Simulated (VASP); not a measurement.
Here is a VASP 6.6.1 calculation.

File INCAR:

```
SYSTEM = Pt
ALGO = Normal
EDIFF = 1E-6
ENCUT = 520
GGA = PS
ISIF = 2
ISMEAR = 0
LASPH = .TRUE.
LCHARG = .FALSE.
LREAL = .FALSE.
LWAVE = .FALSE.
NBANDS = 17
NELM = 100
PREC = Accurate
SIGMA = 0.1
```

The input KPOINTS:

```
k-points
0
G
  18 18 10
  0 0 0
```

POSCAR

```
Pt
1.0
    2.7941526406      0.0000000000      0.0000000000
   -1.3970763203      2.4198071688      0.0000000000
    0.0000000000      0.0000000000      4.9249947575
Pt
2
Direct
    0.6666666667      0.3333333333      0.7500000000
    0.3333333333      0.6666666667      0.2500000000
```

Potentials or basis: VASP PAW PBE potentials, release 64 (Pt).

Command:

```sh
$ cat potpaw_PBE.64/Pt/POTCAR > POTCAR
$ mpirun -np 1 vasp_std > vasp.out
```

(1) Predict the pressure.

(2) What does it give for the band gap on the k mesh?

Results:

(1) -20.7 GPa.

(2) zero (bands 10 and 11 overlap by 1.18 eV).

Caveat: the cell stands under tension; the PAW data sets were made with another functional, which shifts forces and pressure a little; spin-orbit coupling is left out, which moves the levels of the heavy elements.
